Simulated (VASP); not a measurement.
Ga3Bi2As, 6 atoms in the cell. Symmetry: Imm2, No. 44, orthorhombic system. Conventional cell: a = 4.432 Å, b = 13.316 Å, c = 6.278 Å, α = 90.00°, β = 90.00°, γ = 90.00°. Within 3.3 Å of As (site symmetry mm2) lie 4 Ga at 2.52 to 2.61 Å. Ga (site symmetry mm2) has 2 As at 2.61 Å and 2 Bi at 2.81 Å within 3.4 Å. Within 3.3 Å of Ga (site symmetry m) lie 1 As at 2.52 Å and 3 Bi at 2.79 to 2.82 Å. Bi (site symmetry m) has 4 Ga at 2.79 to 2.82 Å within 3.7 Å. 

| Item | Value |
| --- | --- |
| Program | VASP 6.6.1 |
| Task | single point |
| Functional | PBE |
| Potentials or basis | VASP PAW PBE potentials, release 64 (As, Ga_d, Bi_d) |
| Cutoff | 520 eV |
| k mesh | 6 × 6 × 6 |
| Occupations | fermi-dirac, width 0.02 eV |
| Spin | no spin polarisation |
| Dipole correction | no |
| Further INCAR settings | ALGO = Normal; EDIFF = 1e-06; NBANDS = 46 |

Potentials or basis: VASP PAW PBE potentials, release 64 (As, Ga_d, Bi_d).

The run is started by

```bash
$ cat potpaw_PBE.64/As/POTCAR potpaw_PBE.64/Ga_d/POTCAR potpaw_PBE.64/Bi_d/POTCAR > POTCAR
$ mpirun -np 1 vasp_std > vasp.out
```

Hardware: 1 thread of Intel(R) Xeon(R) Platinum 8488C (Sapphire Rapids) (shared host).

Estimate the wall time of this run.

It took 6.9 min on 1 thread of Intel(R) Xeon(R) Platinum 8488C (Sapphire Rapids), on a shared host, peak memory 0.71 GiB. Counts: scf iterations 14, k points 46.
